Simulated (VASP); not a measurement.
Set up this calculation in VASP 6.6.1, as the native input.

```yaml
Task: single point
Functional: PBE
Potentials_or_basis: VASP PAW PBE potentials, release 64 (Ir)
Cutoff: 520 eV
k_mesh: 18 × 18 × 10
Occupations: gaussian, width 0.15 eV
Spin: no spin polarisation
Dipole_correction: no
Further_INCAR_settings: ALGO = Normal; EDIFF = 1e-06; NBANDS = 16
```

The structure of Ir lies in POSCAR:

```
Ir
1.0
    2.9402000000      0.0000000000      0.0000000000
   -1.4701000000      2.5462878922      0.0000000000
    0.0000000000      0.0000000000      4.6014000000
Ir
2
Direct
    0.6666666667      0.3333333333      0.7500000000
    0.3333333333      0.6666666667      0.2500000000
```

This isn't the form of Ir at room conditions, which is fcc.

The input as run:

INCAR

```
PREC = Accurate
ENCUT = 520
EDIFF = 1E-6
ISMEAR = 0
SIGMA = 0.15
LREAL = F
LASPH = T
NELM = 80
ALGO = Normal
ISIF = 2
LWAVE = F
LCHARG = F
GGA = PE
NBANDS = 16
```

KPOINTS

```
Automatic mesh
0
Gamma
  18 18 10
```

Potentials or basis: VASP PAW PBE potentials, release 64 (Ir).

Run with:

```console
$ cat potpaw_PBE.64/Ir/POTCAR > POTCAR
$ mpirun -np 1 vasp_std > vasp.out
```

Results of the run:

| Quantity | Value |
| --- | --- |
| Pressure | -36.7 GPa |
| Band gap on the k mesh | zero (bands 9 and 10 overlap by 2.37 eV) |

Caveat: the cell stands under tension; spin-orbit coupling is left out, which moves the levels of the heavy elements.

It took 62 s on 1 thread of Intel(R) Xeon(R) Platinum 8488C (Sapphire Rapids) (shared host), peak memory 0.23 GiB.
